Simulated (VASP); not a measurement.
Write the native input for VASP 6.6.1 that does the following.

* Task: single point
* Functional: r2SCAN
* Potentials or basis: VASP PAW PBE potentials, release 64 (Sr_sv, Cl)
* Cutoff: 520 eV
* k mesh: 6 × 6 × 6
* Occupations: gaussian, width 0.05 eV
* Spin: no spin polarisation
* Dipole correction: no
* Further INCAR settings: ALGO = Normal; EDIFF = 1e-06; NBANDS = 19

The system is SrCl2.

```xyz
3
Lattice="0.1812 3.5784 3.5784 3.5784 0.1812 3.5784 3.5784 3.5784 0.1812" Properties=species:S:1:pos:R:3 pbc="T T T"
Sr    0.0000    0.0000    0.0000
Cl    1.8345    1.8345    1.8345
Cl    5.5035    5.5035    5.5035
```

This cell differs from its parent crystal: ratio of the length along [111] to the lengths across it x 1.08, volume and fractional coordinates fixed.

The input as run:

POSCAR

```
SrCl2
1.0
    0.1811851347      3.5784064102      3.5784064102
    3.5784064102      0.1811851347      3.5784064102
    3.5784064102      3.5784064102      0.1811851347
Sr Cl
1 2
Direct
    0.0000000000      0.0000000000      0.0000000000
    0.2500000000      0.2500000000      0.2500000000
    0.7500000000      0.7500000000      0.7500000000
```

INCAR.step1

```
SYSTEM = SrCl2
PREC     = Accurate       ! precision mode
ENCUT    = 520            ! plane-wave cutoff, eV
ISMEAR   = 0              ! smearing method
SIGMA    = 0.05           ! smearing width, eV
LREAL    = .FALSE.        ! projectors in reciprocal space
LASPH    = .TRUE.         ! aspherical terms in the spheres
NELM     = 60             ! most SCF steps
NBANDS   = 19             ! bands
GGA      = PE             ! functional
ALGO     = Normal         ! electronic algorithm
EDIFF    = 1E-4           ! SCF threshold, eV
LWAVE    = .TRUE.         ! write WAVECAR
LCHARG   = .FALSE.        ! write CHGCAR
```

INCAR.step2

```
SYSTEM = SrCl2
PREC     = Accurate       ! precision mode
ENCUT    = 520            ! plane-wave cutoff, eV
EDIFF    = 1E-6           ! SCF threshold, eV
ISMEAR   = 0              ! smearing method
SIGMA    = 0.05           ! smearing width, eV
LREAL    = .FALSE.        ! projectors in reciprocal space
LASPH    = .TRUE.         ! aspherical terms in the spheres
NELM     = 60             ! most SCF steps
ALGO     = Normal         ! electronic algorithm
ISIF     = 2              ! what is computed and relaxed
LWAVE    = .FALSE.        ! write WAVECAR
LCHARG   = .FALSE.        ! write CHGCAR
METAGGA  = R2SCAN         ! meta-GGA
LMIXTAU  = .TRUE.       
NBANDS   = 19             ! bands
ISTART   = 1
```

KPOINTS

```
regular mesh
0
G
  6 6 6
  0 0 0
```

Potentials or basis: VASP PAW PBE potentials, release 64 (Sr_sv, Cl).

Launch:

```bash
$ cat potpaw_PBE.64/Sr_sv/POTCAR potpaw_PBE.64/Cl/POTCAR > POTCAR
$ cp INCAR.step1 INCAR
$ mpirun -np 1 vasp_std > vasp.out
$ cp INCAR.step2 INCAR
$ mpirun -np 1 vasp_std > vasp.out
```

It gave:

```yaml
Pressure: 0.7 GPa
Largest_force: 0.185 eV/Å
Band_gap_on_the_k_mesh: 5.99 eV, indirect (least direct gap 6.02 eV)
```

Caveat: the PAW data sets were made with another functional, which shifts forces and pressure a little.

Wall time 5.7 min on 1 thread of Intel Xeon 8259CL (shared host), peak memory 0.28 GiB.
